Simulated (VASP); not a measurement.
# BiP (F-43m) in VASP: vibrations by perturbation theory with PBEsol

Aim: the vibrations by perturbation theory of BiP with PBEsol.

Everything below comes from runs of VASP 6.6.1. Logs are shortened: lines on timing, memory, paths and dates and some standing lists are left out, and cuts for length are marked.

**1. The cell of the first run**

Symmetry: F-43m, No. 216, cubic system. The conventional cell has a = 6.406 Å, b = 6.406 Å, c = 6.406 Å, α = 90.00°, β = 90.00°, γ = 90.00°. Bi (site symmetry -43m) has 4 P at 2.77 Å within 3.7 Å. Within 3.7 Å of P (site symmetry -43m) lie 4 Bi at 2.77 Å.

**2. Vibrations by perturbation theory, PBEsol**

INCAR

```
PREC     = Accurate       # precision mode
ENCUT    = 520            # plane-wave cutoff, eV
EDIFF    = 1E-8           # SCF threshold, eV
ISMEAR   = 0              # smearing method
SIGMA    = 0.15           # smearing width, eV
LREAL    = False          # projectors in reciprocal space
LASPH    = True           # aspherical terms in the spheres
NELM     = 100            # most SCF steps
ALGO     = Normal         # electronic algorithm
ISIF     = 2              # what is computed and relaxed
LWAVE    = False          # write WAVECAR
LCHARG   = True           # write CHGCAR
GGA      = PS             # functional
IBRION   = 8              # ionic algorithm
NSW      = 1              # ionic steps
```

KPOINTS

```
Automatic mesh
0
Gamma
  10 10 10
```

POSCAR

```
BiP
1.0
    0.0000000000      3.2029901164      3.2029901164
    3.2029901164      0.0000000000      3.2029901164
    3.2029901164      3.2029901164      0.0000000000
Bi P
1 1
Direct
    0.0000000000      0.0000000000      0.0000000000
    0.2500000000      0.2500000000      0.2500000000
```

Potentials or basis: VASP PAW PBE potentials, release 64 (Bi_d, P).

Launch:

```console
$ cat potpaw_PBE.64/Bi_d/POTCAR potpaw_PBE.64/P/POTCAR > POTCAR
$ mpirun -np 1 vasp_std > vasp.out
```

OUTCAR:

```text
PREC = Accurate
   ENCUT = 520
   EDIFF = 1E-8
   ISMEAR = 0
   LREAL = False
   LASPH = True
   NELM = 100
   ISIF = 2
   GGA = PS
   IBRION = 8
   NSW = 1

 ion  position               nearest neighbor table
   1  0.000  0.000  0.000-   2 2.77   2 2.77   2 2.77   2 2.77
   2  0.250  0.250  0.250-   1 2.77   1 2.77   1 2.77   1 2.77

  LATTYP: Found a face centered cubic cell.
 ALAT       =     6.4059802328

  Lattice vectors:

 A1 = (   0.0000000000,   3.2029901164,   3.2029901164)
 A2 = (   3.2029901164,   0.0000000000,   3.2029901164)
 A3 = (   3.2029901164,   3.2029901164,   0.0000000000)

Analysis of symmetry for initial positions (statically):
=====================================================================
 Subroutine PRICEL returns:
 Original cell was already a primitive cell.

 Routine SETGRP: Setting up the symmetry group for a
 face centered cubic supercell.

 Subroutine GETGRP returns: Found 24 space group operations
 (whereof 24 operations were pure point group operations)
 out of a pool of 48 trial point group operations.

The static configuration has the point symmetry T_d .

Analysis of symmetry for dynamics (positions and initial velocities):
=====================================================================
 Subroutine PRICEL returns:
 Original cell was already a primitive cell.

 Routine SETGRP: Setting up the symmetry group for a
 face centered cubic supercell.

 Subroutine GETGRP returns: Found 24 space group operations
 (whereof 24 operations were pure point group operations)
 out of a pool of 48 trial point group operations.

The dynamic configuration has the point symmetry T_d .

 Subroutine INISYM returns: Found 24 space group operations
 (whereof 24 operations are pure point group operations),
 and found     1 'primitive' translations

----------------------------------------------------------------------------------------

                                     Primitive cell

  volume of cell :      65.7199

  direct lattice vectors                    reciprocal lattice vectors
     0.000000000  3.202990116  3.202990116    -0.156104135  0.156104135  0.156104135
     3.202990116  0.000000000  3.202990116     0.156104135 -0.156104135  0.156104135
     3.202990116  3.202990116  0.000000000     0.156104135  0.156104135 -0.156104135

  length of vectors
     4.529712063  4.529712063  4.529712063     0.270380292  0.270380292  0.270380292

  position of ions in fractional coordinates (direct lattice)
     0.000000000  0.000000000  0.000000000
     0.250000000  0.250000000  0.250000000

  ion indices of the primitive-cell ions
   primitive index   ion index
                 1           1
                 2           2

----------------------------------------------------------------------------------------

 KPOINTS: Automatic mesh

Automatic generation of k-mesh.
 Grid dimensions read from file:
 generate k-points for:   10   10   10

 Generating k-lattice:

  Cartesian coordinates                     Fractional coordinates (reciprocal lattice)
    -0.015610413  0.015610413  0.015610413     0.100000000  0.000000000  0.000000000
     0.015610413 -0.015610413  0.015610413     0.000000000  0.100000000  0.000000000
     0.015610413  0.015610413 -0.015610413     0.000000000  0.000000000  0.100000000

  Length of vectors
     0.027038029  0.027038029  0.027038029

  Shift w.r.t. Gamma in fractional coordinates (k-lattice)
     0.000000000  0.000000000  0.000000000

 Subroutine IBZKPT returns following result:
 ===========================================

 Found     47 irreducible k-points:

 Following reciprocal coordinates:
            Coordinates               Weight
  0.000000  0.000000  0.000000      1.000000
  0.100000  0.000000  0.000000      8.000000
  0.200000  0.000000  0.000000      8.000000
  0.300000  0.000000  0.000000      8.000000
  0.400000  0.000000  0.000000      8.000000
  0.500000  0.000000  0.000000      4.000000
[... 16 lines left out ...]
  0.300000  0.300000  0.000000      6.000000
  0.400000  0.300000  0.000000     24.000000
 [... further k-points ...]
   k-points           NKPTS =     47   k-points in BZ     NKDIM =     47   number of bands    NBANDS=     14
[... 27 lines left out ...]
   PSTRESS=    0.0 pullay stress
   NELECT =      20.0000    total number of electrons
   NUPDOWN=      -1.0000    fix difference up-down
   EMIN   =  10.00;   EMAX   =-10.00  energy-range for DOS
   EFERMI =   0.00;   METHOD = LEGACY
   ISMEAR =     0;   SIGMA  =   0.15  broadening in eV -4-tet -1-fermi 0-gaus
   EFERMI_NEDOS =   21; number of points for ismear=-14 and -15
   IALGO  =     38    algorithm
   IMIX   =      4    mixing-type and parameters
     AMIX     =   0.40;   BMIX     =  1.00
     AMIX_MAG =   1.60;   BMIX_MAG =  1.00
  volume/ion in A,a.u.               =      32.86       221.75
  Fermi-wavevector in a.u.,A,eV,Ry     =   1.101165  2.080901 16.497952  1.212565
  Thomas-Fermi vector in A             =   2.237588
   LORBIT       =      0    0 simple, 1 ext, 2 COOP (PROOUT), +10 PAW based schemes
   GGA     = PS    functional components
   LHFCALC =     F    Hartree Fock is set to
   AEXX    =    0.0000 exact exchange contribution
   IVDW    =     0    specifies the selected vdW correction
   LEPSILON=     F    determine dielectric tensor
   LRPA    =     F    only Hartree local field effects (RPA)
 non-spin polarized calculation
 Gauss-broadening in eV      SIGMA  =   0.15
  energy-cutoff  :      520.00
  volume of cell :       65.72
 maximum number of plane-waves:      1807
 NGX is ok and might be reduce to    36
   NGX = 17   NGY = 17   NGZ = 17

--------------------------------------- Ionic step        1  -------------------------------------------

 number of electron      20.0000006 magnetization

 Free energy of the ion-electron system (eV)
  ---------------------------------------------------
  ext. energy  EPLUGINS =         0.00000000
  ---------------------------------------------------
  free energy    TOTEN  =        -9.24254638 eV

  energy without entropy =       -9.23243229  energy(sigma->0) =       -9.23748934

 E-fermi :   4.4598     XC(G=0):  -8.8178

 val. band max:        4.3733093651   @ k =   0.5000   0.4000   0.0000
 cond. band min:       4.4725251502   @ k =   0.4000   0.3000   0.0000
 fundamental gap:      0.0992157851
 Fermi energy:         4.4598385134

 k-point     1 :       0.0000    0.0000    0.0000
  band No.  band energies     occupation
      1     -18.5104      2.00000
      2     -18.5104      2.00000
      3     -18.5104      2.00000
      4     -18.4826      2.00000
      5     -18.4826      2.00000
      6      -8.7132      2.00000
      7      -1.4993      2.00000
      8       2.6931      2.00000
      9       2.6931      2.00000
     10       2.6931      2.00000
     11       5.3591      0.00000
     12       5.3591      0.00000
     13       5.3591      0.00000
     14       8.5946      0.00000
[... 377 lines left out ...]
      1     -18.5190      2.00000
      2     -18.4987      2.00000
      3     -18.4984      2.00000
      4     -18.4859      2.00000
      5     -18.4780      2.00000
      6      -7.4128      2.00000
      7      -4.4593      2.00000
      8       0.8748      2.00000
      9       1.0849      2.00000
     10       3.9520      2.00000
     11       4.4725      0.90479
     12       8.0844      0.00000
     13       8.2862      0.00000
     14       9.8995      0.00000

 [... further k-points ...]

------------------------ aborting loop because EDIFF is reached ----------------------------------------

  FORCE on cell =-STRESS in cart. coord.  units (eV):
  Direction    XX          YY          ZZ          XY          YZ          ZX
  --------------------------------------------------------------------------------------
  -------------------------------------------------------------------------------------
  Total        0.0059157      0.0059157      0.0059157      0.0000000     -0.0000000     -0.0000000
  in kB        0.1442190      0.1442190      0.1442190      0.0000000     -0.0000000     -0.0000000
  external PRESSURE =       0.1442190 kB  Pullay stress =       0.0000000 kB

 VOLUME and BASIS-vectors are now :
 -----------------------------------------------------------------------------
  energy-cutoff  :      520.00
  volume of cell :       65.72
      direct lattice vectors                 reciprocal lattice vectors
     0.000000000  3.202990116  3.202990116    -0.156104135  0.156104135  0.156104135
     3.202990116  0.000000000  3.202990116     0.156104135 -0.156104135  0.156104135
     3.202990116  3.202990116  0.000000000     0.156104135  0.156104135 -0.156104135

 POSITION                                       TOTAL-FORCE (eV/Angst)
 -----------------------------------------------------------------------------------
      0.00000      0.00000      0.00000         0.000000      0.000000      0.000000
      1.60150      1.60150      1.60150        -0.000000     -0.000000     -0.000000
 -----------------------------------------------------------------------------------
    total drift:                               -0.000000     -0.000000     -0.000000

  FREE ENERGIE OF THE ION-ELECTRON SYSTEM (eV)
  ---------------------------------------------------
  free  energy   TOTEN  =        -9.2425463838 eV

  energy  without entropy=       -9.2324322888  energy(sigma->0) =       -9.23748934

[... ionic steps 2 to 3 ...]

--------------------------------------- Ionic step        4  -------------------------------------------

------------------------ aborting loop because EDIFF is reached ----------------------------------------

[... ionic steps 5 to 6 ...]

--------------------------------------- Ionic step        7  -------------------------------------------

 Free energy of the ion-electron system (eV)
  ---------------------------------------------------
  ---------------------------------------------------
  free energy    TOTEN  =        -0.04871174 eV

  energy without entropy =       -0.04871174

------------------------ aborting loop because EDIFF is reached ----------------------------------------

 INTERNAL STRAIN TENSOR  FOR ION    2  DIRECTION 1   (eV/Angst):
 -----------------------------------------------------------------------------
    -0.01980  0.00000  0.00000
     0.00000 -0.00538 -6.89126
     0.00000 -6.89126 -0.00538

 INTERNAL STRAIN TENSOR FOR ION    2 for displacements in x,y,z  (eV/Angst):
          X           Y           Z          XY          YZ          ZX
  --------------------------------------------------------------------------------
  x     0.00000     0.00000     0.00000     0.00000    -6.89126     0.00000
  y     0.00000     0.00000     0.00000     0.00000     0.00000    -6.89126
  z     0.00000     0.00000     0.00000    -6.89126     0.00000     0.00000

 SECOND DERIVATIVES (NOT SYMMETRIZED)
 ------------------------------------
               1X          1Y          1Z          2X          2Y          2Z
  1X    -4.513494    0.000000    0.000000    4.513494    0.000000    0.000000
  1Y     0.000000   -4.513494    0.000000    0.000000    4.513494    0.000000
  1Z     0.000000    0.000000   -4.513494    0.000000    0.000000    4.513494
  2X     4.482481    0.000000    0.000000   -4.482481    0.000000    0.000000
  2Y     0.000000    4.482481    0.000000    0.000000   -4.482481    0.000000
  2Z     0.000000    0.000000    4.482481    0.000000    0.000000   -4.482481

 Eigenvectors and eigenvalues of the dynamical matrix
 ----------------------------------------------------

   1 f  =    6.375542 THz    40.058710 2PiTHz  212.665178 cm-1    26.367110 meV
             X         Y         Z           dx          dy          dz
      0.000000  0.000000  0.000000     0.000000    0.360363    0.000000
      1.601495  1.601495  1.601495     0.000000   -0.932812    0.000000
[... 21 lines left out ...]
   6 f/i=    0.007388 THz     0.046422 2PiTHz    0.246449 cm-1     0.030556 meV
             X         Y         Z           dx          dy          dz
      0.000000  0.000000  0.000000     0.000000   -0.932812    0.000000
      1.601495  1.601495  1.601495     0.000000   -0.360363    0.000000

--------------------------------------------------------------------------------------------------------

 ELASTIC MODULI CONTR FROM IONIC RELAXATION (kBar)
 Direction    XX          YY          ZZ          XY          YZ          ZX
 --------------------------------------------------------------------------------
 XX           0.0000      0.0000      0.0000      0.0000      0.0000      0.0000
 YY           0.0000      0.0000      0.0000      0.0000      0.0000      0.0000
 ZZ           0.0000      0.0000      0.0000      0.0000      0.0000      0.0000
 XY           0.0000      0.0000      0.0000   -262.0061      0.0000      0.0000
 YZ           0.0000      0.0000      0.0000      0.0000   -262.0061      0.0000
 ZX           0.0000      0.0000      0.0000      0.0000      0.0000   -262.0061
 --------------------------------------------------------------------------------
```

Wall time 13 min (1 thread of AMD EPYC 7R43 (Zen 3), shared host); peak memory 0.45 GiB.

Results:

```
Highest phonon frequency at Γ : 213 cm⁻¹
```

Phonon frequencies in cm⁻¹ (negative: imaginary):
```
              q point        frequencies
(0.000, 0.000, 0.000)  0 0 0 213 213 213
```

Caveat: the PAW data sets were made with another functional, which shifts forces and pressure a little; spin-orbit coupling is left out, which moves the levels of the heavy elements.
